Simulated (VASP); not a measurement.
**Mg2SbCl: single point with PBEsol**

The system is Mg2SbCl.

```
CELL_PARAMETERS angstrom
2.12334 1.22591 6.30843
-2.12334 1.22591 6.30843
0.00000 -2.45182 6.30843
ATOMIC_POSITIONS crystal
Mg 0.23835 0.23835 0.23835
Mg 0.76165 0.76165 0.76165
Sb 0.50000 0.50000 0.50000
Cl 0.00000 0.00000 0.00000
```

| Property | Result |
| --- | --- |
| Program | VASP 6.6.1 |
| Task | single point |
| Functional | PBEsol |
| Potentials or basis | VASP PAW PBE potentials, release 64 (Mg, Sb, Cl) |
| Cutoff | 520 eV |
| k mesh | 12 × 12 × 12 |
| Occupations | gaussian, width 0.1 eV |
| Spin | no spin polarisation |
| Dipole correction | no |
| Further INCAR settings | ALGO = Fast; EDIFF = 1e-06; NBANDS = 16 |

| Quantity | Value |
| --- | --- |
| Pressure | 0.1 GPa |
| Largest force | 0.014 eV/Å |
| Band gap on the k mesh | zero (bands 8 and 9 overlap by 0.11 eV) |

Forces in eV/Å, atoms in the order of the input:
```
Mg   0.000  0.000  0.014
Mg   0.000  0.000 -0.014
Sb   0.000  0.000  0.000
Cl   0.000  0.000  0.000
```

Stress tensor (GPa, compression positive):
```
 0.09  0.00  0.00
 0.00  0.09  0.00
 0.00  0.00 -0.02
```

Levels at points of the mesh, in eV from the Fermi level:
| k point | band 4 | band 5 | band 6 | band 7 | band 8 | band 9 | band 10 | band 11 | band 12 | band 13 |
| --- | --- | --- | --- | --- | --- | --- | --- | --- | --- | --- |
| (0.00, 0.00, 0.00) | -4.47 | -4.47 | -1.64 | -0.16 | 0.01 | 0.01 | 2.94 | 3.59 | 3.59 | 5.32 |
| (0.50, 0.00, 0.00) | -4.89 | -4.76 | -4.66 | -2.10 | -1.35 | 1.29 | 1.71 | 3.11 | 4.73 | 5.33 |
| (0.50, 0.50, 0.00) | -5.52 | -4.80 | -3.55 | -1.17 | -1.15 | -0.11 | 2.05 | 3.24 | 4.15 | 4.22 |
| (0.50, 0.50, 0.50) | -4.47 | -4.47 | -3.62 | -0.08 | -0.08 | 1.92 | 3.02 | 4.03 | 4.23 | 4.23 |

Run time: 13 min on 1 thread of Intel(R) Xeon(R) Platinum 8559C (Emerald Rapids), on a shared host, peak memory 0.59 GiB.

Caveat: the PAW data sets were made with another functional, which shifts forces and pressure a little; spin-orbit coupling is left out, which moves the levels of the heavy elements.
